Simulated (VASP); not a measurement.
A run of VASP 6.6.1:

File INCAR:

```
  ALGO = Normal
  EDIFF = 1E-6
  ENCUT = 520
  GGA = PS
  ISIF = 2
  ISMEAR = 0
  LASPH = T
  LCHARG = F
  LREAL = F
  LWAVE = F
  NBANDS = 19
  NELM = 60
  PREC = Accurate
  SIGMA = 0.1
```

KPOINTS

```
k-points
0
Gamma
  7 7 4
```

POSCAR

```
Zn
1.0
    2.5186561832      0.0000000000      0.0000000000
   -1.2593280916      2.1812202380      0.0000000000
    0.0000000000      0.0000000000      4.3897102613
Zn
2
Direct
    0.3333333333      0.6666666667      0.2500000000
    0.6666666667      0.3333333333      0.7500000000
```

Potentials or basis: VASP PAW PBE potentials, release 64 (Zn).

The run is started by

```sh
$ cat potpaw_PBE.64/Zn/POTCAR > POTCAR
$ mpirun -np 1 vasp_std > vasp.out
```

Hardware: 1 thread of Intel(R) Xeon(R) Platinum 8488C (Sapphire Rapids) (shared host).

**Question.** How long does it take, and how much memory?

**Answer.** It took 7.1 s on 1 thread of Intel(R) Xeon(R) Platinum 8488C (Sapphire Rapids), with other jobs on the host, peak memory 0.14 GiB. Counts: scf iterations 11, k points 24.
